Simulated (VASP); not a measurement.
Write the native input for VASP 6.6.1 that does the following.

```
Task                    : single point
Functional              : PBE
Potentials or basis     : VASP PAW PBE potentials, release 64 (Sn_d)
Cutoff                  : 520 eV
k mesh                  : 12 × 12 × 3
Occupations             : fermi-dirac, width 0.1 eV
Spin                    : no spin polarisation
Dipole correction       : no
k mesh for the DOS      : 18 × 18 × 5
Occupations for the DOS : tetrahedron
Further INCAR settings  : ALGO = Normal; EDIFF = 1e-06; NBANDS = 36
```

Sn:

```
Sn
1.0
     2.60423    0.00000    0.00000
    -1.30212    2.25533    0.00000
     0.00000    0.00000    8.55476
Sn
4
Direct
  0.00000 0.00000 0.00000
  0.00000 0.00000 0.50000
  0.33333 0.66667 0.25000
  0.66667 0.33333 0.75000
```

This isn't the form of Sn at room conditions, which is tetragonal (white tin).

These files were run (other wordings do the same):

POSCAR

```
Sn
1.0
    2.6042342145      0.0000000000      0.0000000000
   -1.3021171073      2.2553329871      0.0000000000
    0.0000000000      0.0000000000      8.5547639478
Sn
4
Direct
    0.0000000000      0.0000000000      0.0000000000
    0.0000000000      0.0000000000      0.5000000000
    0.3333333333      0.6666666667      0.2500000000
    0.6666666667      0.3333333333      0.7500000000
```

INCAR.step1

```
PREC = Accurate
ENCUT = 520
EDIFF = 1E-6
ISMEAR = -1
SIGMA = 0.1
LREAL = False
LASPH = True
NELM = 100
ALGO = Normal
ISIF = 2
LWAVE = False
LCHARG = True
GGA = PE
NBANDS = 36
```

KPOINTS.step1

```
Automatic mesh
0
Gamma
  12 12 3
```

INCAR.step2

```
PREC = Accurate
ENCUT = 520
EDIFF = 1E-6
ISMEAR = -5
SIGMA = 0.1
LREAL = False
LASPH = True
NELM = 100
ALGO = Normal
ISIF = 2
LWAVE = False
LCHARG = False
GGA = PE
LORBIT = 11
NBANDS = 36
NEDOS = 2001
ICHARG = 11
```

KPOINTS.step2

```
Automatic mesh
0
Gamma
  18 18 5
```

Potentials or basis: VASP PAW PBE potentials, release 64 (Sn_d).

Run with:

```sh
$ cat potpaw_PBE.64/Sn_d/POTCAR > POTCAR
$ cp INCAR.step1 INCAR
$ cp KPOINTS.step1 KPOINTS
$ mpirun -np 1 vasp_std > vasp.out
$ cp INCAR.step2 INCAR
$ cp KPOINTS.step2 KPOINTS
$ mpirun -np 1 vasp_std > vasp.out
```

Results of the run:

| Item | Value |
| --- | --- |
| Valence electrons inside the program's atomic spheres | Sn 13.58, 13.57 (each value once) |

Run time: 4.4 min on 1 thread of Intel Xeon 8259CL, with other jobs on the host, peak memory 0.26 GiB.
